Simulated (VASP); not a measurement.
The system is MgO.

```
Mg O
1.0
     4.21000    0.00000    0.00000
     0.00000    4.21000    0.00000
     0.00000    0.00000    4.21000
Mg O
4 4
Direct
  0.00000 0.00000 0.00000
  0.00000 0.50000 0.50000
  0.50000 0.00000 0.50000
  0.50000 0.50000 0.00000
  0.50000 0.00000 0.00000
  0.50000 0.50000 0.50000
  0.00000 0.00000 0.50000
  0.00000 0.50000 0.00000
```

| Quantity | Value |
| --- | --- |
| Program | VASP 6.6.1 |
| Task | relaxation of volume and atoms at fixed shape |
| Functional | LDA |
| Potentials or basis | VASP PAW LDA potentials, release 64 (Mg, O) |
| Cutoff | 600 eV |
| k mesh | 8 × 8 × 8 |
| Occupations | methfessel-paxton, width 0.1 eV |
| Spin | no spin polarisation |

At the start: pressure -7.8 GPa; volume 9.33 Å³/atom.

**Question.** Where does the relaxation end?

**Answer.** Over 3 steps the energy falls by 11.0 meV/atom and the volume is 8.89 Å³/atom (-4.7 %); space group Fm-3m (No. 225, to 0.1 Å) before and after.

Step by step:
```tsv
step	energy change (eV)	largest force (eV/Å)	pressure (GPa)	volume (Å³)
1	0.0000	0.0000	-7.84	74.62
2	-0.0734	0.0000	3.53	69.80
3	-0.0879	0.0000	-0.03	71.14
```

Final structure:
```
Mg O
1.0
     4.14360    0.00000    0.00000
     0.00000    4.14360    0.00000
     0.00000    0.00000    4.14360
Mg O
4 4
Direct
  0.00000 0.00000 0.00000
  0.00000 0.50000 0.50000
  0.50000 0.00000 0.50000
  0.50000 0.50000 0.00000
  0.50000 0.00000 0.00000
  0.50000 0.50000 0.50000
  0.00000 0.00000 0.50000
  0.00000 0.50000 0.00000
```
